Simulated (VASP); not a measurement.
# Se (P3_121) in VASP: a series of runs, part 2 of 2

VASP 6.6.1.

### 3 Single point, r2SCAN (strain -4.8%)

POSCAR reads:

```
Se
1.0
    4.0857512793      0.0000000000      0.0000000000
   -2.0428756396      3.5383644014      0.0000000000
    0.0000000000      0.0000000000      4.7978814918
Se
3
Direct
    0.2508663536      0.0000000000      0.3333333333
    0.0000000000      0.2508663536      0.6666666667
    0.7491336464      0.7491336464      0.0000000000
```

INCAR.step1 reads:

```
PREC     = Accurate       # precision mode
ENCUT    = 520            # plane-wave cutoff, eV
ISMEAR   = 0              # smearing method
SIGMA    = 0.01           # smearing width, eV
LREAL    = F              # projectors in reciprocal space
LASPH    = T              # aspherical terms in the spheres
NELM     = 60             # most SCF steps
NBANDS   = 16             # bands
GGA      = PE             # functional
ALGO     = Normal         # electronic algorithm
EDIFF    = 1E-4           # SCF threshold, eV
LWAVE    = T              # write WAVECAR
LCHARG   = F              # write CHGCAR
```

INCAR.step2 reads:

```
PREC     = Accurate       # precision mode
ENCUT    = 520            # plane-wave cutoff, eV
EDIFF    = 1E-6           # SCF threshold, eV
ISMEAR   = 0              # smearing method
SIGMA    = 0.01           # smearing width, eV
LREAL    = F              # projectors in reciprocal space
LASPH    = T              # aspherical terms in the spheres
NELM     = 60             # most SCF steps
ALGO     = Normal         # electronic algorithm
ISIF     = 2              # what is computed and relaxed
LWAVE    = F              # write WAVECAR
LCHARG   = F              # write CHGCAR
METAGGA  = R2SCAN         # meta-GGA
LMIXTAU  = T            
NBANDS   = 16             # bands
ISTART   = 1
```

KPOINTS reads:

```
Automatic mesh
0
Gamma
  12 12 6
```

Potentials or basis: VASP PAW PBE potentials, release 64 (Se).

On the command line:

```console
$ cat potpaw_PBE.64/Se/POTCAR > POTCAR
$ cp INCAR.step1 INCAR
$ mpirun -np 1 vasp_std > vasp.out
$ cp INCAR.step2 INCAR
$ mpirun -np 1 vasp_std > vasp.out
```

OUTCAR:

```text
PREC = Accurate
   ENCUT = 520
   EDIFF = 1E-6
   ISMEAR = 0
   LREAL = F
   LASPH = T
   NELM = 60
   ISIF = 2
   METAGGA = R2SCAN
   ISTART = 1

 ion  position               nearest neighbor table
   1  0.251  0.000  0.333-   3 2.39   2 2.39
   2  0.000  0.251  0.667-   3 2.39   1 2.39
   3  0.749  0.749  0.000-   2 2.39   1 2.39

  LATTYP: Found a hexagonal cell.
 ALAT       =     4.0857512793
 C/A-ratio  =     1.1742960263

  Lattice vectors:

 A1 = (   4.0857512793,   0.0000000000,   0.0000000000)
 A2 = (  -2.0428756396,   3.5383644014,   0.0000000000)
 A3 = (   0.0000000000,   0.0000000000,   4.7978814918)

Analysis of symmetry for initial positions (statically):
=====================================================================
 Subroutine PRICEL returns:
 Original cell was already a primitive cell.

 Routine SETGRP: Setting up the symmetry group for a
 hexagonal supercell.

 Subroutine GETGRP returns: Found  6 space group operations
 (whereof  2 operations were pure point group operations)
 out of a pool of 24 trial point group operations.

The static configuration has the point symmetry C_2 .
 The point group associated with its full space group is D_3 .

Analysis of symmetry for dynamics (positions and initial velocities):
=====================================================================
 Subroutine PRICEL returns:
 Original cell was already a primitive cell.

 Routine SETGRP: Setting up the symmetry group for a
 hexagonal supercell.

 Subroutine GETGRP returns: Found  6 space group operations
 (whereof  2 operations were pure point group operations)
 out of a pool of 24 trial point group operations.

The dynamic configuration has the point symmetry C_2 .
 The point group associated with its full space group is D_3 .

 Subroutine INISYM returns: Found  6 space group operations
 (whereof  2 operations are pure point group operations),
 and found     1 'primitive' translations
[... 115 lines left out ...]
   IMIX   =      4    mixing-type and parameters
     AMIX     =   0.40;   BMIX     =  1.00
     AMIX_MAG =   1.60;   BMIX_MAG =  1.00
  volume/ion in A,a.u.               =      23.12       156.03
  Fermi-wavevector in a.u.,A,eV,Ry     =   1.044218  1.973285 14.835661  1.090390
  Thomas-Fermi vector in A             =   2.178961
   LORBIT       =      0    0 simple, 1 ext, 2 COOP (PROOUT), +10 PAW based schemes
   METAGGA = R2SCAN    functional components
   LHFCALC =     F    Hartree Fock is set to
   AEXX    =    0.0000 exact exchange contribution
   IVDW    =     0    specifies the selected vdW correction
   LEPSILON=     F    determine dielectric tensor
   LRPA    =     F    only Hartree local field effects (RPA)
 non-spin polarized calculation
 Gauss-broadening in eV      SIGMA  =   0.01
  energy-cutoff  :      520.00
  volume of cell :       69.36
 maximum number of plane-waves:      1896
   NGX = 15   NGY = 15   NGZ = 17

 number of electron      17.9999994 magnetization

 Free energy of the ion-electron system (eV)
  ---------------------------------------------------
  ext. energy  EPLUGINS =         0.00000000
  ---------------------------------------------------
  free energy    TOTEN  =       -42.66631217 eV

  energy without entropy =      -42.66631217  energy(sigma->0) =      -42.66631217

 E-fermi :   4.4209     XC(G=0): -10.1500

 val. band max:        4.3625265515   @ k =   0.5000  -0.0000   0.5000
 cond. band min:       4.9710280152   @ k =   0.0000   0.0000   0.5000
 fundamental gap:      0.6085014637
 Fermi energy:         4.4209053607

 k-point     1 :       0.0000    0.0000    0.0000
  band No.  band energies     occupation
      1     -13.0768      2.00000
      2      -8.2460      2.00000
      3      -8.2460      2.00000
      4      -0.3158      2.00000
      5       0.2386      2.00000
      6       0.2386      2.00000
[... 433 lines left out ...]
      3      -7.1435      2.00000
      4      -1.1188      2.00000
      5      -0.6692      2.00000
      6       0.0950      2.00000
[... 8 lines left out ...]
     15      12.6002      0.00000
     16      13.0316      0.00000

 [... further k-points ...]

------------------------ aborting loop because EDIFF is reached ----------------------------------------

  FORCE on cell =-STRESS in cart. coord.  units (eV):
  Direction    XX          YY          ZZ          XY          YZ          ZX
  --------------------------------------------------------------------------------------
  -------------------------------------------------------------------------------------
  Total        2.2798318      2.2798318      3.9445579      0.0000000      0.0000000     -0.0000000
  in kB       52.6610340     52.6610340     91.1139601      0.0000000      0.0000000     -0.0000000
  external PRESSURE =      65.4786761 kB  Pullay stress =       0.0000000 kB

 VOLUME and BASIS-vectors are now :
 -----------------------------------------------------------------------------
  energy-cutoff  :      520.00
  volume of cell :       69.36
      direct lattice vectors                 reciprocal lattice vectors
     4.085751279  0.000000000  0.000000000     0.244753029  0.141308227  0.000000000
    -2.042875640  3.538364401  0.000000000     0.000000000  0.282616454  0.000000000
     0.000000000  0.000000000  4.797881492     0.000000000  0.000000000  0.208425323

 POSITION                                       TOTAL-FORCE (eV/Angst)
 -----------------------------------------------------------------------------------
      1.02498      0.00000      1.59929        -0.035823     -0.000000     -0.000000
     -0.51249      0.88766      3.19859         0.017912     -0.031024     -0.000000
      1.53039      2.65071      0.00000         0.017912      0.031024      0.000000
 -----------------------------------------------------------------------------------
    total drift:                               -0.000000     -0.000000      0.000000

  FREE ENERGIE OF THE ION-ELECTRON SYSTEM (eV)
  ---------------------------------------------------
  free  energy   TOTEN  =       -42.6663121712 eV

  energy  without entropy=      -42.6663121712  energy(sigma->0) =      -42.66631217
```

OSZICAR.step1:

```text
N       E                     dE             d eps       ncg     rms          rms(c)
DAV:   1     0.811417272142E+02    0.81142E+02   -0.74710E+03  3200   0.957E+02
DAV:   2    -0.559762588769E+01   -0.86739E+02   -0.81896E+02  4216   0.158E+02
DAV:   3    -0.102769677646E+02   -0.46793E+01   -0.46623E+01  3992   0.415E+01
DAV:   4    -0.103045891916E+02   -0.27621E-01   -0.27617E-01  4168   0.377E+00
DAV:   5    -0.103047515278E+02   -0.16234E-03   -0.16233E-03  4168   0.285E-01    0.783E+00
DAV:   6    -0.102626657690E+02    0.42086E-01   -0.26929E-02  4040   0.106E+00    0.482E+00
DAV:   7    -0.102491823116E+02    0.13483E-01   -0.56009E-02  3904   0.149E+00    0.179E-01
DAV:   8    -0.102486088311E+02    0.57348E-03   -0.66345E-03  3688   0.512E-01    0.100E-01
DAV:   9    -0.102486815029E+02   -0.72672E-04   -0.23883E-04  4512   0.975E-02
   1 F= -.10248682E+02 E0= -.10248682E+02  d E =-.510321E-45
```

Run time: 3.2 min. Hardware: 1 thread of AMD EPYC 9R45 (Zen 5), shared host; peak memory 0.2 GiB.

What came out:

| Property | Result |
| --- | --- |
| Free energy | -42.6663 eV |
| Pressure | 6.5 GPa |
| Largest force | 0.036 eV/Å |
| Band gap on the k mesh | 0.61 eV (least direct gap 1.42 eV) |

Forces on the atoms (eV/Å):
```
Se  -0.036  0.000  0.000
Se   0.018 -0.031  0.000
Se   0.018  0.031  0.000
```

Caveat: the cell differs from its parent crystal (strain -4.8%); the cell stands under pressure; the PAW data sets were made with another functional, which shifts forces and pressure a little.
